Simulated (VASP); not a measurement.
The system is LiH.

```xyz
2
Lattice="0.0000 2.0034 2.0034 2.0034 0.0000 2.0034 2.0034 2.0034 0.0000" Properties=species:S:1:pos:R:3 pbc="T T T"
Li    0.0000    0.0000    0.0000
H     2.0034    2.0034    2.0034
```

Program: VASP 6.6.1. Alike in all runs: task single point; no spin polarisation; cell as given; k mesh 10 × 10 × 10; cutoff (eV) 520; smearing gaussian 0.02 eV.

Task: Order these runs on this cell by their band gap on the k mesh, lowest first.
A. level r2SCAN; potentials or basis VASP PAW PBE potentials, release 64 (Li_sv, H)
B. level LDA; potentials or basis VASP PAW LDA potentials, release 64 (Li_sv, H)
C. level PBE; potentials or basis VASP PAW PBE potentials, release 64 (Li_sv, H)

Result: B (2.60 eV), C (2.98 eV), A (3.58 eV).

A k mesh can miss the band edges.
